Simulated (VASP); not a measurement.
Write the native input for VASP 6.6.1 that does the following.

| Item | Value |
| --- | --- |
| Task | single point |
| Functional | r2SCAN |
| Potentials or basis | VASP PAW PBE potentials, release 64 (Ag, Te, In_d) |
| Cutoff | 550 eV |
| k mesh | 4 × 4 × 4 |
| Occupations | fermi-dirac, width 0.02 eV |
| Spin | no spin polarisation |
| Dipole correction | no |
| Further INCAR settings | ALGO = Normal; EDIFF = 1e-06; NBANDS = 46 |

The system is InAgTe2.

```
Ag Te In
1.0
    -3.32110    3.32110    6.55173
     3.32110   -3.32110    6.55173
     3.32110    3.32110   -6.55173
Ag Te In
2 4 2
Direct
  0.00000 0.00000 0.00000
  0.75000 0.25000 0.50000
  0.37500 0.37195 0.49695
  0.12195 0.62500 0.99695
  0.87500 0.87805 0.50305
  0.62805 0.12500 0.00305
  0.50000 0.50000 0.00000
  0.25000 0.75000 0.50000
```

The input as run:

POSCAR

```
InAgTe2
1.0
   -3.3210960864      3.3210960864      6.5517314508
    3.3210960864     -3.3210960864      6.5517314508
    3.3210960864      3.3210960864     -6.5517314508
Ag Te In
2 4 2
Direct
    0.0000000000      0.0000000000      0.0000000000
    0.7500000000      0.2500000000      0.5000000000
    0.3750000000      0.3719465341      0.4969465341
    0.1219465341      0.6250000000     -0.0030534659
    0.8750000000      0.8780534659      0.5030534659
    0.6280534659      0.1250000000      0.0030534659
    0.5000000000      0.5000000000      0.0000000000
    0.2500000000      0.7500000000      0.5000000000
```

INCAR.step1

```
SYSTEM = InAgTe2
ALGO     = Normal         ! electronic algorithm
EDIFF    = 1E-5           ! SCF threshold, eV
ENCUT    = 550            ! plane-wave cutoff, eV
GGA      = PE             ! functional
GGA_COMPAT= .FALSE.      
ISMEAR   = -1             ! smearing method
LASPH    = .TRUE.         ! aspherical terms in the spheres
LCHARG   = .FALSE.        ! write CHGCAR
LREAL    = .FALSE.        ! projectors in reciprocal space
LWAVE    = .TRUE.         ! write WAVECAR
NBANDS   = 46             ! bands
NELM     = 120            ! most SCF steps
PREC     = Accurate       ! precision mode
SIGMA    = 0.02           ! smearing width, eV
```

INCAR.step2

```
SYSTEM = InAgTe2
ALGO     = Normal         ! electronic algorithm
EDIFF    = 1E-6           ! SCF threshold, eV
ENCUT    = 550            ! plane-wave cutoff, eV
GGA_COMPAT= .FALSE.      
ISIF     = 2              ! what is computed and relaxed
ISMEAR   = -1             ! smearing method
ISTART   = 1            
LASPH    = .TRUE.         ! aspherical terms in the spheres
LCHARG   = .TRUE.         ! write CHGCAR
LELF     = .TRUE.         ! ELF
LMIXTAU  = .TRUE.       
LREAL    = .FALSE.        ! projectors in reciprocal space
LVHAR    = .TRUE.       
LWAVE    = .FALSE.        ! write WAVECAR
METAGGA  = R2SCAN         ! meta-GGA
NBANDS   = 46             ! bands
NELM     = 120            ! most SCF steps
PREC     = Accurate       ! precision mode
SIGMA    = 0.02           ! smearing width, eV
```

KPOINTS

```
k-points
0
G
  4 4 4
  0 0 0
```

Potentials or basis: VASP PAW PBE potentials, release 64 (Ag, Te, In_d).

Command:

```bash
$ cat potpaw_PBE.64/Ag/POTCAR potpaw_PBE.64/Te/POTCAR potpaw_PBE.64/In_d/POTCAR > POTCAR
$ cp INCAR.step1 INCAR
$ mpirun -np 1 vasp_std > vasp.out
$ cp INCAR.step2 INCAR
$ mpirun -np 1 vasp_std > vasp.out
```

Results of the run:

- Pressure: -2.2 GPa
- Largest force: 0.085 eV/Å
- Band gap on the k mesh: 0.38 eV

Caveat: semilocal functionals underestimate gaps, and a narrow one can read as zero; the PAW data sets were made with another functional, which shifts forces and pressure a little; spin-orbit coupling is left out, which moves the levels of the heavy elements.

Wall time 11 min on 1 thread of AMD EPYC 9R45 96-Core Processor (Zen 5), with other jobs on the host, peak memory 0.69 GiB.
